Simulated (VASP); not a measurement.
Set up this calculation in VASP 6.6.1, as the native input.

```yaml
Task: single point
Functional: LDA
Potentials_or_basis: VASP PAW LDA potentials, release 64 (Ni)
Cutoff: 520 eV
k_mesh: 22 × 22 × 22
Occupations: gaussian, width 0.15 eV
Spin: collinear spin, ferromagnetic start
Starting_moments: "[0.7] μB"
Dipole_correction: no
Further_INCAR_settings: ALGO = Fast; EDIFF = 1e-07; NBANDS = 15
```

The structure of Ni lies in POSCAR:

```
Ni
1.0
    0.0000000000      1.6479213056      1.8405354842
    1.6479213056      0.0000000000      1.8405354842
    1.6479213056      1.6479213056      0.0000000000
Ni
1
Direct
    0.0000000000      0.0000000000      0.0000000000
```

This cell differs from its parent crystal: strain +e along x and -e along y +0.0000, strain +e along z and -e/2 along x and y +0.0750.

These files were run (other wordings do the same):

INCAR

```
SYSTEM = Ni
PREC = Accurate ; ENCUT = 520
EDIFF = 1E-7 ; ISMEAR = 0
SIGMA = 0.15 ; LREAL = .False.
LASPH = .True. ; NELM = 150
ALGO = Fast ; ISIF = 2
LWAVE = .False. ; LCHARG = .False.
ISPIN = 2 ; MAGMOM = 0.7
LORBIT = 11 ; LMAXMIX = 4
GGA = CA ; NBANDS = 15
```

KPOINTS

```
Automatic mesh
0
Gamma
  22 22 22
  0 0 0
```

Potentials or basis: VASP PAW LDA potentials, release 64 (Ni).

Launch:

```console
$ cat potpaw_LDA.64/Ni/POTCAR > POTCAR
$ mpirun -np 1 vasp_std > vasp.out
```

Results of the run:

```json
{"Pressure": "1.9 GPa", "Net moment": "0.54 μB per cell", "Site moments": "Ni +0.54 μB", "Valence electrons inside the program's atomic spheres": "Ni 9.49"}
```

Caveat: the cell differs from its parent crystal (strain +e along x and -e along y +0.0000, strain +e along z and -e/2 along x and y +0.0750).

Run time: 2 min on 1 thread of Intel(R) Xeon(R) 6975P-C (Granite Rapids), on a shared host, peak memory 0.27 GiB.
